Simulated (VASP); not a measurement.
Crystal: Li.

```
Li
1.0
     1.49935   -2.57145    0.03073
    -4.41332   -2.52248   -0.13757
    -0.15553   -0.02425   -5.48182
Li
4
Direct
  0.28127 0.75505 0.00813
  0.24121 0.75106 0.48928
  0.72385 0.23937 0.99749
  0.75367 0.25452 0.50509
```

* Program: VASP 6.6.1
* Task: relaxation of cell and atoms
* Functional: PBE
* Potentials or basis: VASP PAW PBE potentials, release 64 (Li_sv)
* Cutoff: 600 eV
* k mesh: 8 × 4 × 4
* Occupations: gaussian, width 0.2 eV
* Spin: no spin polarisation

At the start: pressure -0.3 GPa; volume 20.72 Å³/atom.

Task: How do energy, volume and symmetry change on relaxing?

Result: Over 22 steps the energy falls by 59.1 meV/atom and the volume is 19.39 Å³/atom (-6.4 %); space group P-1 (No. 2, to 0.05 Å).

Step by step:
```
step  energy change (eV)  largest force (eV/Å)  pressure (GPa)  volume (Å³)
   1              0.0000                0.2246           -0.31        82.88
   2             -0.0081                0.1924           -0.26        82.40
   3             -0.0270                0.0920           -0.08        80.96
   4             -0.0354                0.1523            0.40        78.09
   5             -0.0375                0.0751            0.22        79.06
   6             -0.0497                0.0983            0.22        79.04
   7             -0.0844                0.1830            0.28        78.79
   8             -0.1462                0.3632            0.57        77.37
   9              0.1479                0.5999            0.95        70.79
  10             -0.1461                0.4147            0.63        76.92
  11             -0.1580                0.3934            0.49        77.24
  12             -0.1752                0.3377            0.04        78.10
  13             -0.1852                0.3082            0.03        78.13
  14             -0.2091                0.2205            0.00        78.21
  15             -0.2284                0.0482            0.00        78.31
  16             -0.2301                0.0440           -0.02        78.31
  17             -0.2333                0.0354           -0.09        78.31
  18             -0.2306                0.0768           -0.24        78.26
  19             -0.2338                0.0448           -0.13        78.30
  20             -0.2354                0.0353            0.00        77.68
  21             -0.2358                0.0277            0.12        77.15
  22             -0.2363                0.0144            0.02        77.58
```

Final structure:
```
Li
1.0
     1.55415   -2.63283    0.08930
    -4.27145   -2.42774   -1.43067
    -1.34128   -0.56245   -5.58986
Li
4
Direct
  0.25632 0.74773 0.99974
  0.24672 0.75297 0.49869
  0.75016 0.24740 0.00096
  0.74680 0.25190 0.50060
```

Caveat: the cutoff is under 1.25 times the usual one of these potentials, so pressure, stress and relaxed cells hold a basis-set (Pulay) error.
